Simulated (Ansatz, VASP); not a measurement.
**One calculation of AgCl, two programs**

```xyz
4
Lattice="1.8148 -5.3899 0.0000 1.8148 5.3899 0.0000 0.0000 0.0000 3.9240" Properties=species:S:1:pos:R:3 pbc="T T T"
Ag    1.8148    1.1151    2.9430
Ag    1.8148   -1.1151    0.9810
Cl    1.8148   -3.9395    0.9810
Cl    1.8148    3.9395    2.9430
```

Change from the starting cell: equal xx and yy strain of -3 %.

Alike in both runs: task single point; functional PBEsol; k mesh 9 × 9 × 8; occupations fermi-dirac, width 0.03 eV; no spin polarisation.

```csv
,VASP,Ansatz
version,VASP 6.6.1,Ansatz 0.2.0
potentials or method,"VASP PAW PBE potentials, release 64 (Ag, Cl), cutoff 520 eV","all-electron LAPW, scalar-relativistic"
```

|  | VASP | Ansatz | Ansatz less VASP |
| --- | --- | --- | --- |
| pressure (GPa) | 0.1 | 0.2 | +0.12 |
| traceless stress, the component that is largest in VASP (GPa) | 0.31 | 0.32 | +0.017 |
| rms of the force components (eV/Å) | 0.024 | 0.024 | +0.0001 |

VASP's potentials were made for PBE, not for PBEsol. Atom by atom the forces differ by 0.002 eV/Å (rms over components). Ansatz ran all-electron here, and VASP with PAW potentials.
